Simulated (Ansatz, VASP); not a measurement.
# One calculation of Co, two programs

The input POSCAR:

```
Co
1.0
    0.0000000000      2.1882008146      2.1882008146
    2.1882008146      0.0000000000      2.1882008146
    2.1882008146      2.1882008146      0.0000000000
Co
2
Direct
    0.0000000000      0.0000000000      0.0000000000
    0.5000000000      0.5000000000      0.5000000000
```

The input INCAR.step1:

```
SYSTEM = Co
ALGO = Normal
EDIFF = 1E-4
ENCUT = 520
GGA = PE
ISMEAR = -1
ISPIN = 2
LASPH = .True.
LCHARG = .False.
LMAXMIX = 4
LREAL = .False.
LWAVE = .True.
MAGMOM = -2.018 -2.018
NBANDS = 20
NELM = 150
PREC = Accurate
SIGMA = 0.05
```

INCAR.step2

```
SYSTEM = Co
ALGO = Normal
EDIFF = 1E-7
ENCUT = 520
ISIF = 2
ISMEAR = -1
ISPIN = 2
ISTART = 1
LASPH = .True.
LCHARG = .True.
LELF = .True.
LMAXMIX = 4
LMIXTAU = .True.
LORBIT = 11
LREAL = .False.
LVHAR = .True.
LWAVE = .False.
MAGMOM = -2.018 -2.018
METAGGA = R2SCAN
NBANDS = 20
NELM = 150
PREC = Accurate
SIGMA = 0.05
```

File KPOINTS:

```
k-points
0
Gamma
  14 14 14
  0 0 0
```

Input for Ansatz:

```yaml
crystal:
  lattice:
    - [0.0, 2.1882008146, 2.1882008146]
    - [2.1882008146, 0.0, 2.1882008146]
    - [2.1882008146, 2.1882008146, 0.0]
  atoms:
    - { symbol: Co, position: [0.0, 0.0, 0.0], spin: -2.018 }
    - { symbol: Co, position: [0.5, 0.5, 0.5], spin: -2.018 }
hamiltonian:
  xc: r2scan
  pseudopotentials:
    kind: paw
    azcp:
      Co: "pseudopotentials/Co.paw.azcp"
basis:
  ecutwfc: 500
  fft_grid_basis: typed
kpoints:
  mp_grid: { grid: [14, 14, 14], shift: [0, 0, 0] }
magnetization:
  spin_polarized: true
scf:
  occupations: { method: fermi_dirac, width: 0.05 }
  lower_state_search: "off"
output:
  stress: true
```

Alike in both runs: task single point; functional r2SCAN; k mesh 14 × 14 × 14; occupations fermi-dirac, width 0.05 eV; collinear spin.

|  | VASP | Ansatz |
| --- | --- | --- |
| version | VASP 6.6.1 | Ansatz 0.2.0 |
| potentials or method | VASP PAW PBE potentials, release 64 (Co), cutoff 520 eV | plane waves (500 eV) with PAW, scalar-relativistic |
| valence electrons in the cell | 18 | 34 |

|  | VASP | Ansatz | Ansatz less VASP |
| --- | --- | --- | --- |
| net moment per atom (μB) | 1.91 | 1.91 | +0.003 |
| size of the moment on the site where the two differ most (μB) | 1.93 | 1.95 | +0.017 |

VASP's potentials were made for PBE, not for r2SCAN. Site moments also hang on the region over which each program counts them. VASP's potentials hold 18 valence electrons a cell and Ansatz's 34, so a difference there can come from the potentials and not from the codes. Ansatz's warnings: stability check not made.
